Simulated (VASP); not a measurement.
Wanted: the native input for a VASP 6.6.1 run.

| Quantity | Value |
| --- | --- |
| Task | single point |
| Functional | PBE |
| Potentials or basis | VASP PAW PBE potentials, release 64 (Ti_sv, Al) |
| Cutoff | 520 eV |
| k mesh | 14 × 10 × 10 |
| Occupations | gaussian, width 0.1 eV |
| Spin | no spin polarisation |
| Dipole correction | no |
| Further INCAR settings | ALGO = Fast; EDIFF = 1e-06; NBANDS = 18 |

The structure of TiAl3 lies in POSCAR:

```
TiAl3
1.0
    2.8396770000      0.0000000000      0.0000000000
    0.0000000000      4.6812640000      0.0000000000
    0.0000000000      0.0000000000      4.9007420000
Ti Al
1 3
Direct
    0.0000000000      0.5000000000      0.1659160000
    0.5000000000      0.5000000000      0.6672710000
    0.5000000000      0.0000000000      0.3309120000
    0.0000000000      0.0000000000      0.8359000000
```

These files were run (other wordings do the same):

INCAR

```
  PREC = Accurate
  ENCUT = 520
  EDIFF = 1E-6
  ISMEAR = 0
  SIGMA = 0.1
  LREAL = F
  LASPH = T
  NELM = 80
  ALGO = Fast
  ISIF = 2
  LWAVE = F
  LCHARG = T
  GGA = PE
  LELF = T
  LVHAR = T
  NBANDS = 18
```

KPOINTS

```
regular mesh
0
Gamma
  14 10 10
```

Potentials or basis: VASP PAW PBE potentials, release 64 (Ti_sv, Al).

The run is started by

```console
$ cat potpaw_PBE.64/Ti_sv/POTCAR potpaw_PBE.64/Al/POTCAR > POTCAR
$ mpirun -np 1 vasp_std > vasp.out
```

It gave:

- Pressure: -0.1 GPa
- Largest force: 0.045 eV/Å
- Band gap on the k mesh: zero (an odd number of electrons rules out a gap without spin polarisation)

Run time: 5.6 min on 1 thread of Intel(R) Xeon(R) Platinum 8488C (Sapphire Rapids), on a shared host, peak memory 0.42 GiB.
